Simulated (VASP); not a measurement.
Set up this calculation in VASP 6.6.1, as the native input.

```yaml
Task: electric field gradients
Functional: PBE
Potentials_or_basis: VASP PAW PBE potentials, release 64 (Ag)
Cutoff: 520 eV
k_mesh: 15 × 15 × 15
Occupations: fermi-dirac, width 0.05 eV
Spin: no spin polarisation
Dipole_correction: no
Further_INCAR_settings: ALGO = Normal; EDIFF = 1e-08; NBANDS = 12
```

The structure of Ag lies in POSCAR:

```
Ag
1.0
    0.0000000000      2.0699859780      2.0699859780
    2.0699859780      0.0000000000      2.0699859780
    2.0699859780      2.0699859780      0.0000000000
Ag
1
Direct
    0.0000000000      0.0000000000      0.0000000000
```

This cell differs from its parent crystal: volume scaled by 1.04.

The input as run:

INCAR

```
PREC     = Accurate       # precision mode
ENCUT    = 520            # plane-wave cutoff, eV
EDIFF    = 1E-8           # SCF threshold, eV
ISMEAR   = -1             # smearing method
SIGMA    = 0.05           # smearing width, eV
LREAL    = False          # projectors in reciprocal space
LASPH    = True           # aspherical terms in the spheres
NELM     = 80             # most SCF steps
ALGO     = Normal         # electronic algorithm
ISIF     = 2              # what is computed and relaxed
LWAVE    = False          # write WAVECAR
LCHARG   = False          # write CHGCAR
GGA      = PE             # functional
LEFG     = True         
NBANDS   = 12             # bands
```

KPOINTS

```
regular mesh
0
Gamma
  15 15 15
```

Potentials or basis: VASP PAW PBE potentials, release 64 (Ag).

The run is started by

```console
$ cat potpaw_PBE.64/Ag/POTCAR > POTCAR
$ mpirun -np 1 vasp_std > vasp.out
```

Results of the run:

```json
{"Pressure": "0.3 GPa"}
```

Caveat: without QUAD_EFG the Cq values of the log hold for a quadrupole moment of 1 mb, not for the nuclei.

It took 7.8 s on 1 thread of Intel(R) Xeon(R) 6975P-C (Granite Rapids) (shared host), peak memory 0.15 GiB.
